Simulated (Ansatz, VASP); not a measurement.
**ScAl3 in VASP and in Ansatz**

```
CELL_PARAMETERS angstrom
3.04848 0.00000 0.00000
-1.52424 2.64006 0.00000
0.00000 0.00000 9.20738
ATOMIC_POSITIONS crystal
Sc 0.00000 0.00000 0.00000
Al 0.00000 0.00000 0.50000
Al 0.66667 0.33333 0.25989
Al 0.66667 0.33333 0.74011
```

Change from the starting cell: species swapped into the LiZn3 type (P-6m2, No. 187).

Alike in both runs: functional PBE; k mesh 18 × 18 × 6; occupations gaussian, width 0.1 eV; no spin polarisation.

Ansatz relaxed the structure, and its values are those at the end. VASP's run is a single point on that final structure, the one shown.

```csv
,VASP,Ansatz
version,VASP 6.6.1,Ansatz 0.2.0
potentials or method,"VASP PAW PBE potentials, release 64 (Sc_sv, Al), cutoff 520 eV","scalar-relativistic, plane waves, PAW"
valence electrons in the cell,20,20
```

|  | VASP | Ansatz | Ansatz less VASP |
| --- | --- | --- | --- |
| gap on the k mesh at the Fermi level (eV) | none | none | - |
| pressure (GPa) | 0.0 | 0.0 | -0.01 |
| rms of the force components (eV/Å) | 0.004 | 0.000 | -0.0038 |

A gap of «none» marks a metal or a gap that the smearing closes. With one functional, cell and mesh, what is left measures potentials, basis and numerics.
